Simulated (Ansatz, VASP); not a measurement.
# MgO in VASP and in Ansatz

```
Mg O
1.0
     3.21979    0.00000    0.00000
    -1.60989    2.78842    0.00000
     0.00000    0.00000    5.28367
Mg O
2 2
Direct
  0.33333 0.66667 0.02727
  0.66667 0.33333 0.52727
  0.33333 0.66667 0.40094
  0.66667 0.33333 0.90094
```

Alike in both runs: task single point; functional PBEsol; k mesh 9 × 9 × 6; occupations gaussian, width 0.05 eV; no spin polarisation.

|  | VASP | Ansatz |
| --- | --- | --- |
| version | VASP 6.6.1 | Ansatz 0.2.0 |
| potentials or method | VASP PAW PBE potentials, release 64 (Mg, O), cutoff 520 eV | scalar-relativistic, plane waves, PAW |
| valence electrons in the cell | 16 | 32 |

```tsv
	VASP	Ansatz	Ansatz less VASP
gap on the k mesh at the Fermi level (eV)	3.61	3.61	+0.002
least direct gap on the mesh (eV)	3.61	3.61	+0.002
pressure (GPa)	0.6	0.9	+0.28
traceless stress, the component that is largest in VASP (GPa)	-2.76	-2.73	+0.024
rms of the force components (eV/Å)	0.095	0.095	+0.0001
```

VASP's potentials were made for PBE, not for PBEsol, and Ansatz warns of the same on its side. Atom by atom the forces differ by 0.000 eV/Å (rms over components). The functional is the same, so the differences come from potentials, cutoffs and numerics. VASP's potentials hold 16 valence electrons a cell and Ansatz's 32, so a difference there can come from the potentials and not from the codes.
